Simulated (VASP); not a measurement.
**ZnS: single point with r2SCAN50**

Crystal: ZnS.

```
Zn S
1.0
     0.00000    2.75499    2.75499
     2.75499    0.00000    2.75499
     2.75499    2.75499    0.00000
Zn S
1 1
Cartesian
  4.1325 4.1325 4.1325
  0.0000 0.0000 0.0000
```

- Program: VASP 6.6.1
- Task: single point
- Functional: r2SCAN50
- Potentials or basis: VASP PAW PBE potentials, release 64 (Zn, S)
- Cutoff: 520 eV
- k mesh: 5 × 5 × 5
- Occupations: fermi-dirac, width 0.05 eV
- Spin: no spin polarisation
- Dipole correction: no
- Grid for exact exchange (PRECFOCK): Normal
- Further INCAR settings: ALGO = Normal; EDIFF = 1e-06; NBANDS = 16

```
Pressure               : -4.8 GPa
Band gap on the k mesh : 5.78 eV, direct
```

Levels at points of the mesh, in eV from the valence-band top:
```csv
k point,band 5,band 6,band 7,band 8,band 9,band 10,band 11,band 12,band 13,band 14
"(0.00, 0.00, 0.00)",-9.17,-9.17,0.00,0.00,0.00,5.78,10.61,10.61,10.61,16.09
```

Run time: 8.7 min on 1 thread of Intel(R) Xeon(R) Platinum 8488C (Sapphire Rapids), with other jobs on the host, peak memory 0.18 GiB.

Caveat: the PAW data sets were made with another functional, which shifts forces and pressure a little.
